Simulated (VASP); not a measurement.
Write the native input for VASP 6.6.1 that does the following.

| Quantity | Value |
| --- | --- |
| Task | dielectric tensor |
| Functional | r2SCAN |
| Potentials or basis | VASP PAW PBE potentials, release 64 (Mg, S) |
| Cutoff | 520 eV |
| k mesh | 6 × 6 × 6 |
| Occupations | gaussian, width 0.01 eV |
| Spin | no spin polarisation |
| Dipole correction | no |
| Further INCAR settings | ALGO = Normal; EDIFF = 1e-08 |

The structure of MgS lies in POSCAR:

```
MgS
1.0
    0.0000000000      2.7742593044      2.7742593044
    2.7742593044      0.0000000000      2.7742593044
    2.7742593044      2.7742593044      0.0000000000
Mg S
1 1
Direct
    0.0000000000      0.0000000000      0.0000000000
    0.2500000000      0.2500000000      0.2500000000
```

This cell differs from its parent crystal: strain -2.0%.

One way to write it, as run:

INCAR

```
PREC = Accurate ; ENCUT = 520
EDIFF = 1E-8 ; ISMEAR = 0
SIGMA = 0.01 ; LREAL = False
LASPH = True ; NELM = 100
ALGO = Normal ; ISIF = 2
LWAVE = False ; LCHARG = False
METAGGA = R2SCAN ; LMIXTAU = True
LCALCEPS = True
```

KPOINTS

```
Automatic mesh
0
Gamma
  6 6 6
```

Potentials or basis: VASP PAW PBE potentials, release 64 (Mg, S).

Launch:

```bash
$ cat potpaw_PBE.64/Mg/POTCAR potpaw_PBE.64/S/POTCAR > POTCAR
$ mpirun -np 1 vasp_std > vasp.out
```

Results of the run:

```yaml
Band_gap_on_the_k_mesh: 4.27 eV (least direct gap 4.46 eV)
Electronic_dielectric_tensor_diagonal: 3.75
Born_charges_mean_of_the_diagonal: Mg +1.85; S -1.85 e
```

Caveat: the cell differs from its parent crystal (strain -2.0%); the structure was generated, so it needn't be the stable form of MgS.

Run time: 21 min on 1 thread of Intel(R) Xeon(R) Platinum 8259CL CPU @ 2.50GHz (Skylake/Cascade Lake), with other jobs on the host, peak memory 0.28 GiB.
